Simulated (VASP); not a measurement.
In9Ga7As7P9:

```
In Ga As P
1.0
    11.56417    0.00000    0.00000
     0.00000   11.56417    0.00000
     0.00000    0.00000   11.56417
In Ga As P
18 14 14 18
Cartesian
  0.0348 11.5636 0.0241
  11.5272 5.7612 0.0086
  5.7633 11.5413 0.0208
  5.7768 11.5573 5.7258
  2.8969 8.6848 11.5498
  2.9020 8.6747 5.7785
  8.6723 2.8864 5.7802
  8.6758 8.6486 5.7989
  2.9064 11.5423 2.9317
  2.8773 11.5503 8.6290
  2.9030 5.7661 8.6680
  8.6985 11.5563 2.8638
  8.6471 5.7948 2.9046
  0.0370 2.8628 2.8907
  0.0027 8.6577 2.8891
  0.0231 8.6922 8.6754
  5.7772 2.8849 2.8646
  5.7758 8.6809 8.6642
  0.0193 11.5340 5.7928
  11.5534 5.8061 5.7822
  5.7707 5.7698 0.0161
  5.7899 5.7843 5.8356
  2.8822 2.9053 11.5603
  2.8764 2.8901 5.7729
  8.6525 2.9091 11.5591
  8.6729 8.6845 11.5043
  2.8852 5.7711 2.8777
  8.6598 0.0103 8.6864
  8.6787 5.7538 8.6732
  0.0045 2.9154 8.6963
  5.8036 2.8851 8.6477
  5.8040 8.6727 2.9016
  1.4370 1.4358 1.4648
  7.2289 1.4243 7.2322
  7.2294 7.2174 1.4266
  4.3387 10.1391 1.4140
  4.3450 10.1427 7.2233
  10.1193 4.3591 1.4586
  10.1059 10.1421 1.4593
  4.3499 7.1917 4.3179
  10.1144 1.4459 4.3466
  10.1389 7.2300 4.3392
  1.4450 4.3741 4.3209
  1.4457 10.1115 10.1195
  7.2228 4.3428 10.0938
  7.1966 10.1160 4.3281
  1.4577 1.3956 7.2201
  1.4585 7.2032 1.4354
  1.4572 7.2024 7.2151
  7.2263 1.4562 1.4033
  7.2312 7.2119 7.2204
  4.3224 4.3199 1.4172
  4.3540 4.3292 7.2095
  10.1221 4.3193 7.2552
  10.1065 10.1354 7.2403
  4.3174 1.4849 4.3328
  4.3287 1.4342 10.0995
  4.3615 7.2475 10.0859
  10.1102 1.4469 10.0735
  10.0970 7.1966 10.1232
  1.4362 4.3162 10.1152
  1.4702 10.1191 4.3390
  7.2585 4.3321 4.3139
  7.2543 10.1495 10.1379
```

* Program: VASP 6.6.1
* Task: relaxation of volume and atoms at fixed shape
* Functional: PBEsol
* Potentials or basis: VASP PAW PBE potentials, release 64 (In_d, Ga_d, As, P)
* Cutoff: 600 eV
* k mesh: 1 × 1 × 1, shifted
* Occupations: fermi-dirac, width 0.05 eV
* Spin: no spin polarisation

At the start: pressure 1.0 GPa; volume 24.16 Å³/atom.

Question: Where does the relaxation end?

Answer: Over 17 steps the energy falls by 63.2 meV/atom and the volume is 24.08 Å³/atom (-0.3 %); space group P1 (No. 1, to 0.1 Å) before and after.

Step by step:
```tsv
step	energy change (eV)	largest force (eV/Å)	pressure (GPa)	volume (Å³)
1	0.0000	1.9402	1.02	1546.48
2	-2.3767	0.8907	-1.08	1581.20
3	-2.7507	0.6743	-2.06	1602.16
4	-3.6016	0.6570	0.46	1535.28
5	-3.6020	0.6669	0.53	1533.59
6	-3.8928	0.3251	0.22	1538.26
7	-3.9396	0.3212	0.06	1540.92
8	-4.0008	0.1503	-0.10	1544.14
9	-4.0116	0.1399	-0.19	1546.18
10	-4.0270	0.0847	0.16	1538.22
11	-4.0270	0.0848	0.17	1537.91
12	-4.0373	0.0534	0.01	1541.59
13	-4.0377	0.0631	-0.02	1542.27
14	-4.0414	0.0342	-0.02	1542.28
15	-4.0423	0.0335	-0.02	1542.29
16	-4.0423	0.0398	-0.02	1542.29
17	-4.0440	0.0235	0.02	1541.38
```

Final structure:
```yaml
crystal:
  lattice:
    - [11.55145, 0.00000, 0.00000]
    - [0.00000, 11.55145, 0.00000]
    - [0.00000, 0.00000, 11.55145]
  atoms:
    - { symbol: In, position: [0.99413, 0.00751, 0.99223] }
    - { symbol: In, position: [0.99951, 0.49762, 0.99378] }
    - { symbol: In, position: [0.50591, 0.00552, 0.99280] }
    - { symbol: In, position: [0.49754, 0.00566, 0.49863] }
    - { symbol: In, position: [0.25491, 0.74033, 0.00250] }
    - { symbol: In, position: [0.24469, 0.74322, 0.49663] }
    - { symbol: In, position: [0.75289, 0.25784, 0.50975] }
    - { symbol: In, position: [0.74999, 0.74900, 0.50898] }
    - { symbol: In, position: [0.24901, 0.00274, 0.25910] }
    - { symbol: In, position: [0.24792, 0.01467, 0.74828] }
    - { symbol: In, position: [0.25212, 0.49105, 0.74671] }
    - { symbol: In, position: [0.74728, 0.00111, 0.24355] }
    - { symbol: In, position: [0.74285, 0.49980, 0.25073] }
    - { symbol: In, position: [0.00569, 0.25287, 0.25236] }
    - { symbol: In, position: [0.00602, 0.74748, 0.25242] }
    - { symbol: In, position: [0.99162, 0.74687, 0.74509] }
    - { symbol: In, position: [0.49528, 0.25711, 0.24625] }
    - { symbol: In, position: [0.50970, 0.74219, 0.75390] }
    - { symbol: Ga, position: [0.00163, 0.00267, 0.50921] }
    - { symbol: Ga, position: [0.00361, 0.49459, 0.51094] }
    - { symbol: Ga, position: [0.49501, 0.49654, 0.99783] }
    - { symbol: Ga, position: [0.50141, 0.49171, 0.50438] }
    - { symbol: Ga, position: [0.25486, 0.25802, 0.99223] }
    - { symbol: Ga, position: [0.25118, 0.25257, 0.50524] }
    - { symbol: Ga, position: [0.74682, 0.24714, 0.98914] }
    - { symbol: Ga, position: [0.74664, 0.74638, 0.98845] }
    - { symbol: Ga, position: [0.25451, 0.49585, 0.24476] }
    - { symbol: Ga, position: [0.75615, 0.00257, 0.75360] }
    - { symbol: Ga, position: [0.75090, 0.49731, 0.74940] }
    - { symbol: Ga, position: [0.99798, 0.25155, 0.74767] }
    - { symbol: Ga, position: [0.49604, 0.25447, 0.75109] }
    - { symbol: Ga, position: [0.50075, 0.74260, 0.24719] }
    - { symbol: As, position: [0.13599, 0.13280, 0.11464] }
    - { symbol: As, position: [0.62449, 0.12590, 0.64109] }
    - { symbol: As, position: [0.61766, 0.62840, 0.11280] }
    - { symbol: As, position: [0.38277, 0.87268, 0.13148] }
    - { symbol: As, position: [0.37418, 0.87176, 0.62844] }
    - { symbol: As, position: [0.86555, 0.36630, 0.11725] }
    - { symbol: As, position: [0.87018, 0.86400, 0.11428] }
    - { symbol: As, position: [0.38278, 0.61336, 0.36955] }
    - { symbol: As, position: [0.87981, 0.11985, 0.38303] }
    - { symbol: As, position: [0.88290, 0.61471, 0.38584] }
    - { symbol: As, position: [0.13492, 0.38308, 0.38399] }
    - { symbol: As, position: [0.12651, 0.87240, 0.87285] }
    - { symbol: As, position: [0.62256, 0.37591, 0.87279] }
    - { symbol: As, position: [0.61822, 0.86709, 0.36925] }
    - { symbol: P, position: [0.11727, 0.13694, 0.61941] }
    - { symbol: P, position: [0.13098, 0.61341, 0.13041] }
    - { symbol: P, position: [0.11941, 0.61605, 0.62369] }
    - { symbol: P, position: [0.62998, 0.13664, 0.11688] }
    - { symbol: P, position: [0.62640, 0.60653, 0.62585] }
    - { symbol: P, position: [0.36810, 0.38127, 0.11436] }
    - { symbol: P, position: [0.38190, 0.36638, 0.61972] }
    - { symbol: P, position: [0.88346, 0.38289, 0.63642] }
    - { symbol: P, position: [0.87403, 0.89041, 0.62736] }
    - { symbol: P, position: [0.36824, 0.13760, 0.38210] }
    - { symbol: P, position: [0.37637, 0.14193, 0.87384] }
    - { symbol: P, position: [0.38092, 0.61356, 0.87677] }
    - { symbol: P, position: [0.86880, 0.13497, 0.86407] }
    - { symbol: P, position: [0.86123, 0.62200, 0.87099] }
    - { symbol: P, position: [0.12417, 0.36154, 0.87064] }
    - { symbol: P, position: [0.11639, 0.88308, 0.38608] }
    - { symbol: P, position: [0.61850, 0.37799, 0.38290] }
    - { symbol: P, position: [0.64052, 0.87684, 0.87073] }
```

Caveat: the PAW data sets were made with another functional, which shifts forces and pressure a little.
